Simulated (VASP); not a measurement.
Mg2I:

```
Mg I
1.0
     1.99087    1.14943    6.01295
    -1.99087    1.14943    6.01295
     0.00000   -2.29886    6.01295
Mg I
2 1
Direct
  0.75000 0.75000 0.75000
  0.25000 0.25000 0.25000
  0.00000 0.00000 0.00000
```

| Quantity | Value |
| --- | --- |
| Program | VASP 6.6.1 |
| Task | relaxation of cell and atoms |
| Functional | PBE |
| Potentials or basis | VASP PAW PBE potentials, release 64 (Mg, I) |
| Cutoff | 600 eV |
| k mesh | 6 × 6 × 6 |
| Occupations | gaussian, width 0.1 eV |
| Spin | no spin polarisation |

At the start: pressure 9.2 GPa; volume 27.52 Å³/atom.

How do energy, volume and symmetry change on relaxing?

Over 14 steps the energy falls by 660.9 meV/atom and the volume is 29.59 Å³/atom (+7.5 %); space group R-3m (No. 166, to 0.1 Å) before and after.

Step by step:
| step | energy change (eV) | largest force (eV/Å) | pressure (GPa) | volume (Å³) |
| --- | --- | --- | --- | --- |
| 1 | 0.0000 | 2.8650 | 9.18 | 82.56 |
| 2 | -1.1089 | 1.3821 | 0.47 | 102.88 |
| 3 | -1.2175 | 0.9263 | -1.49 | 113.46 |
| 4 | -1.3757 | 0.9098 | -1.54 | 109.15 |
| 5 | -1.8062 | 0.6946 | -1.30 | 96.78 |
| 6 | -1.3327 | 1.9541 | 7.70 | 74.54 |
| 7 | -1.9307 | 0.4618 | -0.74 | 91.45 |
| 8 | -1.9605 | 0.1035 | 0.92 | 85.07 |
| 9 | -1.9723 | 0.1343 | 0.16 | 87.38 |
| 10 | -1.9723 | 0.0879 | 0.30 | 86.90 |
| 11 | -1.9818 | 0.0408 | 0.28 | 87.70 |
| 12 | -1.9818 | 0.0459 | 0.27 | 87.73 |
| 13 | -1.9826 | 0.0060 | -0.15 | 89.22 |
| 14 | -1.9828 | 0.0177 | -0.03 | 88.77 |

Final structure:
```
Mg I
1.0
     1.99100    1.14950    6.46432
    -1.99100    1.14950    6.46432
     0.00000   -2.29901    6.46432
Mg I
2 1
Direct
  0.78131 0.78131 0.78131
  0.21869 0.21869 0.21869
  0.00000 0.00000 0.00000
```

Caveat: an odd number of electrons without spin polarisation forces a metal; a magnetic or distorted state may lie lower.
